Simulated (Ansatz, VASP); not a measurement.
## HPt6: VASP beside Ansatz

File INCAR:

```
ALGO     = Normal         # electronic algorithm
DIPOL    = 0.5 0.5 0.295
EDIFF    = 1E-6           # SCF threshold, eV
ENCUT    = 520            # plane-wave cutoff, eV
GGA      = PE             # functional
IDIPOL   = 3            
ISIF     = 2              # what is computed and relaxed
ISMEAR   = 0              # smearing method
LASPH    = True           # aspherical terms in the spheres
LCHARG   = True           # write CHGCAR
LDIPOL   = True         
LELF     = True           # ELF
LREAL    = False          # projectors in reciprocal space
LVACPOTAV= True         
LVHAR    = True         
LWAVE    = False          # write WAVECAR
NBANDS   = 74             # bands
NELM     = 60             # most SCF steps
PREC     = Accurate       # precision mode
SIGMA    = 0.1            # smearing width, eV
```

The input KPOINTS:

```
k-points
0
Gamma
  5 5 1
```

Contents of POSCAR:

```
HPt6
1.0
    5.6143281343      0.0000000000      0.0000000000
    0.0000000000      5.6143281343      0.0000000000
    0.0000000000      0.0000000000     21.8513792319
Pt H
12 2
Direct
    0.2500000000      0.2500000000      0.1830548066
    0.2500000000      0.7500000000      0.1830548066
    0.7500000000      0.2500000000      0.1830548066
    0.7500000000      0.7500000000      0.1830548066
    0.0000000000      0.0000000000      0.2712126041
    0.0000000000      0.5000000000      0.2712126041
    0.5000000000      0.0000000000      0.2712126041
    0.5000000000      0.5000000000      0.2712126041
    0.2500000000      0.2500000000      0.3593081768
    0.2500000000      0.7500000000      0.3593081768
    0.7500000000      0.2500000000      0.3593081768
    0.7500000000      0.7500000000      0.3593081768
   -0.0667933885      0.0000000000      0.4384793806
    0.0667933885      0.0000000000      0.4384793806
```

Input for Ansatz:

```yaml
crystal:
  lattice:
    - [5.6143281343, 0.0, 0.0]
    - [0.0, 5.6143281343, 0.0]
    - [0.0, 0.0, 21.8513792319]
  atoms:
    - { symbol: Pt, position: [0.25, 0.25, 0.1830548066] }
    - { symbol: Pt, position: [0.25, 0.75, 0.1830548066] }
    - { symbol: Pt, position: [0.75, 0.25, 0.1830548066] }
    - { symbol: Pt, position: [0.75, 0.75, 0.1830548066] }
    - { symbol: Pt, position: [0.0, 0.0, 0.2712126041] }
    - { symbol: Pt, position: [0.0, 0.5, 0.2712126041] }
    - { symbol: Pt, position: [0.5, 0.0, 0.2712126041] }
    - { symbol: Pt, position: [0.5, 0.5, 0.2712126041] }
    - { symbol: Pt, position: [0.25, 0.25, 0.3593081768] }
    - { symbol: Pt, position: [0.25, 0.75, 0.3593081768] }
    - { symbol: Pt, position: [0.75, 0.25, 0.3593081768] }
    - { symbol: Pt, position: [0.75, 0.75, 0.3593081768] }
    - { symbol: H, position: [-0.0667933885, 0.0, 0.4384793806] }
    - { symbol: H, position: [0.0667933885, 0.0, 0.4384793806] }
basis:
  ecutwfc: 420
kpoints:
  mp_grid: { grid: [5, 5, 1] }
hamiltonian:
  xc: pbe
  pseudopotentials: { kind: paw, azcp: { folder: soft_1 } }
scf:
  occupations: { method: gaussian, width: 0.1 }
output:
  forces: true
  eigenvalues: true
efield:
  axis: 3
  dipole_correction: true
  ramp_width: 0.04
```

Alike in both runs: task single point; functional PBE; k mesh 5 × 5 × 1; occupations gaussian, width 0.1 eV; no spin polarisation.

```csv
,VASP,Ansatz
version,VASP 6.6.1,Ansatz 0.2.0
potentials or method,"VASP PAW PBE potentials, release 64 (Pt, H), cutoff 520 eV","scalar-relativistic, plane waves, PAW"
valence electrons in the cell,122,218
```

```csv
,VASP,Ansatz,Ansatz less VASP
gap on the k mesh at the Fermi level (eV),none,none,-
rms of the force components (eV/Å),0.283,0.288,+0.0053
"work function, face that differs most (eV)",5.68,5.68,+0.001
```

Atom by atom the forces differ by 0.010 eV/Å (rms over components). A gap of «none» marks a metal or a gap that the smearing closes. VASP's potentials hold 122 valence electrons a cell and Ansatz's 218, so a difference there can come from the potentials and not from the codes.

Spin-orbit coupling is off throughout.
